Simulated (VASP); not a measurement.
# KI (zincblende type) (F-43m) in VASP: a series of runs, part 2 of 2

VASP 6.6.1.

## (3) Electric field gradients, PBE

This run uses another cell than the first one, of 63.74 Å³/atom, 1.026 times its volume.

File INCAR:

```
  PREC = Accurate
  ENCUT = 520
  EDIFF = 1E-8
  ISMEAR = -1
  SIGMA = 0.03
  LREAL = F
  LASPH = T
  NELM = 80
  ALGO = Normal
  ISIF = 2
  LWAVE = F
  LCHARG = F
  GGA = PE
  LEFG = T
  NBANDS = 15
```

File KPOINTS:

```
Automatic mesh
0
Gamma
  9 9 9
```

File POSCAR:

```
KI
1.0
    0.0000000000      3.9945620004      3.9945620004
    3.9945620004      0.0000000000      3.9945620004
    3.9945620004      3.9945620004      0.0000000000
K I
1 1
Direct
    0.0000000000      0.0000000000      0.0000000000
    0.2500000000      0.2500000000      0.2500000000
```

Potentials or basis: VASP PAW PBE potentials, release 64 (K_sv, I).

Run with:

```bash
cat potpaw_PBE.64/K_sv/POTCAR potpaw_PBE.64/I/POTCAR > POTCAR
mpirun -np 1 vasp_std > vasp.out
```

OUTCAR:

```text
PREC = Accurate
   ENCUT = 520
   EDIFF = 1E-8
   ISMEAR = -1
   LREAL = F
   LASPH = T
   NELM = 80
   ISIF = 2
   GGA = PE

 ion  position               nearest neighbor table
   1  0.000  0.000  0.000-   2 3.46   2 3.46   2 3.46   2 3.46
   2  0.250  0.250  0.250-   1 3.46   1 3.46   1 3.46   1 3.46

  LATTYP: Found a face centered cubic cell.
 ALAT       =     7.9891240008

  Lattice vectors:

 A1 = (   0.0000000000,   3.9945620004,   3.9945620004)
 A2 = (   3.9945620004,   0.0000000000,   3.9945620004)
 A3 = (   3.9945620004,   3.9945620004,   0.0000000000)

Analysis of symmetry for initial positions (statically):
=====================================================================
 Subroutine PRICEL returns:
 Original cell was already a primitive cell.

 Routine SETGRP: Setting up the symmetry group for a
 face centered cubic supercell.

 Subroutine GETGRP returns: Found 24 space group operations
 (whereof 24 operations were pure point group operations)
 out of a pool of 48 trial point group operations.

The static configuration has the point symmetry T_d .

Analysis of symmetry for dynamics (positions and initial velocities):
=====================================================================
 Subroutine PRICEL returns:
 Original cell was already a primitive cell.

 Routine SETGRP: Setting up the symmetry group for a
 face centered cubic supercell.

 Subroutine GETGRP returns: Found 24 space group operations
 (whereof 24 operations were pure point group operations)
 out of a pool of 48 trial point group operations.

The dynamic configuration has the point symmetry T_d .

 Subroutine INISYM returns: Found 24 space group operations
 (whereof 24 operations are pure point group operations),
 and found     1 'primitive' translations

----------------------------------------------------------------------------------------

                                     Primitive cell

  volume of cell :     127.4787

  direct lattice vectors                    reciprocal lattice vectors
     0.000000000  3.994562000  3.994562000    -0.125170169  0.125170169  0.125170169
     3.994562000  0.000000000  3.994562000     0.125170169 -0.125170169  0.125170169
     3.994562000  3.994562000  0.000000000     0.125170169  0.125170169 -0.125170169

  length of vectors
     5.649163757  5.649163757  5.649163757     0.216801092  0.216801092  0.216801092

  position of ions in fractional coordinates (direct lattice)
     0.000000000  0.000000000  0.000000000
     0.250000000  0.250000000  0.250000000

  ion indices of the primitive-cell ions
   primitive index   ion index
                 1           1
                 2           2

----------------------------------------------------------------------------------------

 KPOINTS: Automatic mesh

Automatic generation of k-mesh.
 Grid dimensions read from file:
 generate k-points for:    9    9    9

[... 80 lines left out ...]
   IALGO  =     38    algorithm
   IMIX   =      4    mixing-type and parameters
     AMIX     =   0.40;   BMIX     =  1.00
     AMIX_MAG =   1.60;   BMIX_MAG =  1.00
  volume/ion in A,a.u.               =      63.74       430.13
  Fermi-wavevector in a.u.,A,eV,Ry     =   0.819664  1.548940  9.141053  0.671848
  Thomas-Fermi vector in A             =   1.930509
   LORBIT       =      0    0 simple, 1 ext, 2 COOP (PROOUT), +10 PAW based schemes
   GGA     = PE    functional components
   LHFCALC =     F    Hartree Fock is set to
   AEXX    =    0.0000 exact exchange contribution
   IVDW    =     0    specifies the selected vdW correction
   LEPSILON=     F    determine dielectric tensor
   LRPA    =     F    only Hartree local field effects (RPA)
 non-spin polarized calculation
  energy-cutoff  :      520.00
  volume of cell :      127.48
 maximum number of plane-waves:      3479
 NGX is ok and might be reduce to    42
   NGX = 21   NGY = 21   NGZ = 21

 number of electron      16.0000002 magnetization

 Free energy of the ion-electron system (eV)
  ---------------------------------------------------
  ext. energy  EPLUGINS =         0.00000000
  ---------------------------------------------------
  free energy    TOTEN  =        -5.38785025 eV

  energy without entropy =       -5.38785025  energy(sigma->0) =       -5.38785025

 E-fermi :  -1.5307     XC(G=0):  -5.6634

 val. band max:       -2.2438123471   @ k =  -0.1111   0.1111   0.0000
 cond. band min:       1.6496791340   @ k =   0.0000   0.0000   0.0000
 fundamental gap:      3.8934914811
 Fermi energy:        -1.5306789256

 k-point     1 :       0.0000    0.0000    0.0000
  band No.  band energies     occupation
      1     -30.7652      2.00000
      2     -14.2566      2.00000
      3     -14.2566      2.00000
      4     -14.2566      2.00000
      5     -12.2523      2.00000
      6      -2.2463      2.00000
      7      -2.2463      2.00000
      8      -2.2463      2.00000
      9       1.6497      0.00000
     10       5.2687      0.00000
     11       5.2687      0.00000
     12       5.8617      0.00000
     13       5.8617      0.00000
     14       5.8617      0.00000
[... 401 lines left out ...]
      2     -14.3147      2.00000
      3     -14.2627      2.00000
      4     -14.2627      2.00000
      5     -12.1398      2.00000
      6      -2.7004      2.00000
      7      -2.3030      2.00000
      8      -2.3030      2.00000
      9       3.0460      0.00000
     10       4.0102      0.00000
     11       5.2732      0.00000
     12       6.0733      0.00000
     13       6.0733      0.00000
     14       6.4307      0.00000
     15       6.6505      0.00000

 [... further k-points ...]

------------------------ aborting loop because EDIFF is reached ----------------------------------------

  FORCE on cell =-STRESS in cart. coord.  units (eV):
  Direction    XX          YY          ZZ          XY          YZ          ZX
  --------------------------------------------------------------------------------------
  -------------------------------------------------------------------------------------
  Total        0.0129424      0.0129424      0.0129424      0.0000000      0.0000000      0.0000000
  in kB        0.1626630      0.1626630      0.1626630      0.0000000      0.0000000      0.0000000
  external PRESSURE =       0.1626630 kB  Pullay stress =       0.0000000 kB

 VOLUME and BASIS-vectors are now :
 -----------------------------------------------------------------------------
  energy-cutoff  :      520.00
  volume of cell :      127.48
      direct lattice vectors                 reciprocal lattice vectors
     0.000000000  3.994562000  3.994562000    -0.125170169  0.125170169  0.125170169
     3.994562000  0.000000000  3.994562000     0.125170169 -0.125170169  0.125170169
     3.994562000  3.994562000  0.000000000     0.125170169  0.125170169 -0.125170169

 POSITION                                       TOTAL-FORCE (eV/Angst)
 -----------------------------------------------------------------------------------
      0.00000      0.00000      0.00000         0.000000      0.000000      0.000000
      1.99728      1.99728      1.99728        -0.000000     -0.000000     -0.000000
 -----------------------------------------------------------------------------------
    total drift:                               -0.000000     -0.000000     -0.000000

  FREE ENERGIE OF THE ION-ELECTRON SYSTEM (eV)
  ---------------------------------------------------
  free  energy   TOTEN  =        -5.3878502499 eV

  energy  without entropy=       -5.3878502498  energy(sigma->0) =       -5.38785025

 Electric field gradients (V/A^2)
---------------------------------------------------------------------
 ion       V_xx      V_yy      V_zz      V_xy      V_xz      V_yz
---------------------------------------------------------------------
   1       0.000     0.000     0.000     0.000     0.000     0.000
   2      -0.000    -0.000    -0.000     0.000     0.000     0.000
---------------------------------------------------------------------

 Electric field gradients after diagonalization (V/A^2)
 (convention: |V_zz| > |V_xx| > |V_yy|)
----------------------------------------------------------------------
 ion       V_xx      V_yy      V_zz     asymmetry (V_yy - V_xx)/ V_zz
----------------------------------------------------------------------
   1      -0.000    -0.000     0.001       0.000
   2      -0.000    -0.000     0.001       0.000
----------------------------------------------------------------------

           NMR quadrupolar parameters

 Cq : quadrupolar parameter    Cq=e*Q*V_zz/h
 eta: asymmetry parameters     (V_yy - V_xx)/ V_zz
 Q  : nuclear electric quadrupole moment in mb (millibarn)
----------------------------------------------------------------------
 ion       Cq(MHz)       eta       Q (mb)
----------------------------------------------------------------------
   1       0.000       0.000       1.000
   2       0.000       0.000       1.000
----------------------------------------------------------------------
```

OSZICAR:

```text
N       E                     dE             d eps       ncg     rms          rms(c)
DAV:   1     0.908245648467E+02    0.90825E+02   -0.58379E+03  1050   0.845E+02
DAV:   2     0.139634335663E+01   -0.89428E+02   -0.83763E+02  1302   0.197E+02
DAV:   3    -0.518253496918E+01   -0.65789E+01   -0.65516E+01  1486   0.477E+01
DAV:   4    -0.557465934395E+01   -0.39212E+00   -0.39202E+00  1871   0.988E+00
DAV:   5    -0.557572093144E+01   -0.10616E-02   -0.10616E-02  1485   0.611E-01    0.285E+00
DAV:   6    -0.539257175697E+01    0.18315E+00   -0.20803E-01  1407   0.211E+00    0.209E+00
DAV:   7    -0.536778317602E+01    0.24789E-01   -0.21727E-01  1477   0.190E+00    0.929E-01
DAV:   8    -0.538431790564E+01   -0.16535E-01   -0.22983E-02  1322   0.824E-01    0.151E-01
DAV:   9    -0.538686447222E+01   -0.25466E-02   -0.40895E-03  1204   0.273E-01    0.106E-01
DAV:  10    -0.538772214438E+01   -0.85767E-03   -0.58415E-04  1073   0.144E-01    0.245E-02
DAV:  11    -0.538782374658E+01   -0.10160E-03   -0.14238E-04  1267   0.619E-02    0.220E-02
DAV:  12    -0.538784898223E+01   -0.25236E-04   -0.25571E-05  1078   0.344E-02    0.922E-03
DAV:  13    -0.538784965133E+01   -0.66910E-06   -0.56869E-07  1695   0.510E-03    0.561E-03
DAV:  14    -0.538785017314E+01   -0.52181E-06   -0.96300E-07  1085   0.471E-03    0.782E-04
DAV:  15    -0.538785019091E+01   -0.17777E-07   -0.65467E-08  1267   0.142E-03    0.602E-04
DAV:  16    -0.538785024020E+01   -0.49286E-07   -0.18347E-08  1063   0.784E-04    0.318E-04
DAV:  17    -0.538785025101E+01   -0.10808E-07   -0.10291E-09  1239   0.241E-04    0.103E-04
DAV:  18    -0.538785024988E+01    0.11250E-08   -0.34503E-10   840   0.125E-04
   1 F= -.53878502E+01 E0= -.53878502E+01  d E =-.421261E-10
```

stdout:

```text
POSCAR found type information on POSCAR K I
 POSCAR found :  2 types and       2 ions
 scaLAPACK will be used
 LDA part: xc-table for (Slater+PW92), standard interpolation
 POSCAR, INCAR and KPOINTS ok, starting setup
 FFT: planning ... GRIDC
 FFT: planning ... GRID_SOFT
 FFT: planning ... GRID
 WAVECAR not read
 entering main loop
ion   1

ion   2
```

Run time: 87 s. Hardware: 1 thread of Intel Xeon Platinum 8259CL at 2.50GHz (Skylake/Cascade Lake), shared host; peak memory 0.28 GiB.

Results:

```yaml
Free_energy: -5.3879 eV
Pressure: 0.0 GPa
Band_gap_on_the_k_mesh: 3.89 eV, indirect (the least direct gap lies 2.5 meV higher)
```

Caveat: without QUAD_EFG the Cq values of the log hold for a quadrupole moment of 1 mb, not for the nuclei; spin-orbit coupling is left out, which moves the levels of the heavy elements.

## (4) Electric field gradients, PBE (volume scaled by 1.025)

File INCAR:

```
PREC = Accurate
ENCUT = 520
EDIFF = 1E-8
ISMEAR = -1
SIGMA = 0.03
LREAL = False
LASPH = True
NELM = 80
ALGO = Normal
ISIF = 2
LWAVE = False
LCHARG = False
GGA = PE
LEFG = True
NBANDS = 15
```

KPOINTS is that of step 3.

File POSCAR:

```
KI
1.0
    0.0000000000      4.0275764067      4.0275764067
    4.0275764067      0.0000000000      4.0275764067
    4.0275764067      4.0275764067      0.0000000000
K I
1 1
Direct
    0.0000000000      0.0000000000      0.0000000000
    0.2500000000      0.2500000000      0.2500000000
```

Potentials or basis: VASP PAW PBE potentials, release 64 (K_sv, I).

Run with:

```bash
cat potpaw_PBE.64/K_sv/POTCAR potpaw_PBE.64/I/POTCAR > POTCAR
mpirun -np 1 vasp_std > vasp.out
```

OUTCAR:

```text
PREC = Accurate
   ENCUT = 520
   EDIFF = 1E-8
   ISMEAR = -1
   LREAL = False
   LASPH = True
   NELM = 80
   ISIF = 2
   GGA = PE

 ion  position               nearest neighbor table
   1  0.000  0.000  0.000-   2 3.49   2 3.49   2 3.49   2 3.49
   2  0.250  0.250  0.250-   1 3.49   1 3.49   1 3.49   1 3.49

  LATTYP: Found a face centered cubic cell.
 ALAT       =     8.0551528134

  Lattice vectors:

 A1 = (   0.0000000000,   4.0275764067,   4.0275764067)
 A2 = (   4.0275764067,   0.0000000000,   4.0275764067)
 A3 = (   4.0275764067,   4.0275764067,   0.0000000000)

Analysis of symmetry for initial positions (statically):
=====================================================================
 Subroutine PRICEL returns:
 Original cell was already a primitive cell.

 Routine SETGRP: Setting up the symmetry group for a
 face centered cubic supercell.

 Subroutine GETGRP returns: Found 24 space group operations
[... 618 lines left out ...]
  volume of cell :      130.67
      direct lattice vectors                 reciprocal lattice vectors
     0.000000000  4.027576407  4.027576407    -0.124144138  0.124144138  0.124144138
     4.027576407  0.000000000  4.027576407     0.124144138 -0.124144138  0.124144138
     4.027576407  4.027576407  0.000000000     0.124144138  0.124144138 -0.124144138

 POSITION                                       TOTAL-FORCE (eV/Angst)
 -----------------------------------------------------------------------------------
      0.00000      0.00000      0.00000         0.000000      0.000000      0.000000
      2.01379      2.01379      2.01379        -0.000000     -0.000000     -0.000000
 -----------------------------------------------------------------------------------
    total drift:                               -0.000000     -0.000000     -0.000000

  FREE ENERGIE OF THE ION-ELECTRON SYSTEM (eV)
  ---------------------------------------------------
  free  energy   TOTEN  =        -5.3866327208 eV

  energy  without entropy=       -5.3866327208  energy(sigma->0) =       -5.38663272

 Electric field gradients (V/A^2)
---------------------------------------------------------------------
 ion       V_xx      V_yy      V_zz      V_xy      V_xz      V_yz
---------------------------------------------------------------------
   1      -0.000    -0.000    -0.000     0.000     0.000     0.000
   2       0.000     0.000    -0.000     0.000     0.000     0.000
---------------------------------------------------------------------

 Electric field gradients after diagonalization (V/A^2)
 (convention: |V_zz| > |V_xx| > |V_yy|)
----------------------------------------------------------------------
 ion       V_xx      V_yy      V_zz     asymmetry (V_yy - V_xx)/ V_zz
----------------------------------------------------------------------
   1      -0.000    -0.000     0.001       0.000
   2      -0.000    -0.000     0.001       0.000
----------------------------------------------------------------------

           NMR quadrupolar parameters

 Cq : quadrupolar parameter    Cq=e*Q*V_zz/h
 eta: asymmetry parameters     (V_yy - V_xx)/ V_zz
 Q  : nuclear electric quadrupole moment in mb (millibarn)
----------------------------------------------------------------------
 ion       Cq(MHz)       eta       Q (mb)
----------------------------------------------------------------------
   1       0.000       0.000       1.000
   2       0.000       0.000       1.000
----------------------------------------------------------------------
```

OSZICAR:

```text
N       E                     dE             d eps       ncg     rms          rms(c)
DAV:   1     0.906079190624E+02    0.90608E+02   -0.59142E+03  1050   0.850E+02
DAV:   2     0.155491543579E+01   -0.89053E+02   -0.83061E+02  1330   0.193E+02
DAV:   3    -0.518858498101E+01   -0.67435E+01   -0.67140E+01  1474   0.478E+01
DAV:   4    -0.558048225698E+01   -0.39190E+00   -0.39174E+00  1872   0.100E+01
DAV:   5    -0.558136499380E+01   -0.88274E-03   -0.88273E-03  1472   0.557E-01    0.274E+00
DAV:   6    -0.539272407646E+01    0.18864E+00   -0.21424E-01  1386   0.210E+00    0.202E+00
DAV:   7    -0.536595145812E+01    0.26773E-01   -0.21863E-01  1477   0.188E+00    0.923E-01
DAV:   8    -0.538298910111E+01   -0.17038E-01   -0.23031E-02  1359   0.815E-01    0.151E-01
DAV:   9    -0.538565067219E+01   -0.26616E-02   -0.42702E-03  1204   0.274E-01    0.106E-01
DAV:  10    -0.538649969719E+01   -0.84902E-03   -0.58059E-04  1079   0.144E-01    0.242E-02
DAV:  11    -0.538660353033E+01   -0.10383E-03   -0.13497E-04  1281   0.603E-02    0.213E-02
DAV:  12    -0.538663145321E+01   -0.27923E-04   -0.27157E-05  1064   0.352E-02    0.935E-03
DAV:  13    -0.538663207073E+01   -0.61752E-06   -0.58386E-07  1711   0.506E-03    0.581E-03
DAV:  14    -0.538663262770E+01   -0.55697E-06   -0.94870E-07  1078   0.482E-03    0.764E-04
DAV:  15    -0.538663266514E+01   -0.37430E-07   -0.62666E-08  1246   0.136E-03    0.590E-04
DAV:  16    -0.538663270906E+01   -0.43923E-07   -0.17243E-08  1077   0.763E-04    0.314E-04
DAV:  17    -0.538663272166E+01   -0.12603E-07   -0.10907E-09  1246   0.246E-04    0.100E-04
DAV:  18    -0.538663272078E+01    0.88085E-09   -0.32911E-10   826   0.118E-04
   1 F= -.53866327E+01 E0= -.53866327E+01  d E =-.159407E-10
```

stdout:

```text
POSCAR found type information on POSCAR K I
 POSCAR found :  2 types and       2 ions
 scaLAPACK will be used
 LDA part: xc-table for (Slater+PW92), standard interpolation
 POSCAR, INCAR and KPOINTS ok, starting setup
 FFT: planning ... GRIDC
 FFT: planning ... GRID_SOFT
 FFT: planning ... GRID
 WAVECAR not read
 entering main loop
ion   1

ion   2
```

Run time: 88 s. Hardware: 1 thread of Intel Xeon Platinum 8259CL at 2.50GHz (Skylake/Cascade Lake), shared host; peak memory 0.28 GiB.

Results:

- Free energy: -5.3866 eV
- Pressure: -0.2 GPa
- Band gap on the k mesh: 3.85 eV, indirect (the least direct gap lies 2.0 meV higher)

Caveat: the cell differs from its parent crystal (volume scaled by 1.025); without QUAD_EFG the Cq values of the log hold for a quadrupole moment of 1 mb, not for the nuclei; spin-orbit coupling is left out, which moves the levels of the heavy elements.

## (5) The runs side by side

| cell | gap on the mesh (eV) | pressure (GPa) |
| --- | --- | --- |
| a = 5.602 Å, angles 60.0°, 2 atoms | 3.93 | 0.2 |
| a = 5.649 Å, angles 60.0°, 2 atoms | 3.89 | 0.0 |
| a = 5.696 Å, angles 60.0°, 2 atoms | 3.85 | -0.2 |

Alike in all rows: task electric field gradients; level PBE; potentials or basis VASP PAW PBE potentials, release 64 (K_sv, I); no spin polarisation; k mesh 9 × 9 × 9; cutoff (eV) 520; smearing fermi-dirac 0.03 eV.

Caveats: spin-orbit coupling is left out, which moves the levels of the heavy elements.

Absolute energies hang on the potentials; compare differences alone.
